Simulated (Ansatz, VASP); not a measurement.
# BN in VASP and in Ansatz

```
CELL_PARAMETERS angstrom
1.24272 0.71749 3.35030
-1.24272 0.71749 3.35030
0.00000 -1.43497 3.35030
ATOMIC_POSITIONS crystal
N 0.66724 0.66724 0.66724
B 0.00033 0.00033 0.00033
```

Alike in both runs: task single point; functional PBE0; k mesh 6 × 6 × 6; occupations fermi-dirac, width 0.05 eV; no spin polarisation.

|  | VASP | Ansatz |
| --- | --- | --- |
| version | VASP 6.6.1 | Ansatz 0.2.0 |
| potentials or method | VASP PAW PBE potentials, release 64 (N, B) | Ansatz PAW |
| plane-wave cutoff (eV) | 520 | 420 |
| valence electrons in the cell | 8 | 8 |

|  | VASP | Ansatz | Ansatz less VASP |
| --- | --- | --- | --- |
| gap on the k mesh at the Fermi level (eV) | 6.35 | 6.33 | -0.016 |
| least direct gap on the mesh (eV) | 6.92 | 6.91 | -0.018 |
| pressure (GPa) | 3.9 | 3.7 | -0.18 |
| traceless stress, the component that is largest in VASP (GPa) | -2.09 | -1.67 | +0.425 |
| rms of the force components (eV/Å) | 0.003 | 0.003 | -0.0001 |

Atom by atom the forces differ by 0.000 eV/Å (rms over components).

The k mesh is coarse, so the values compare programs but aren't converged.
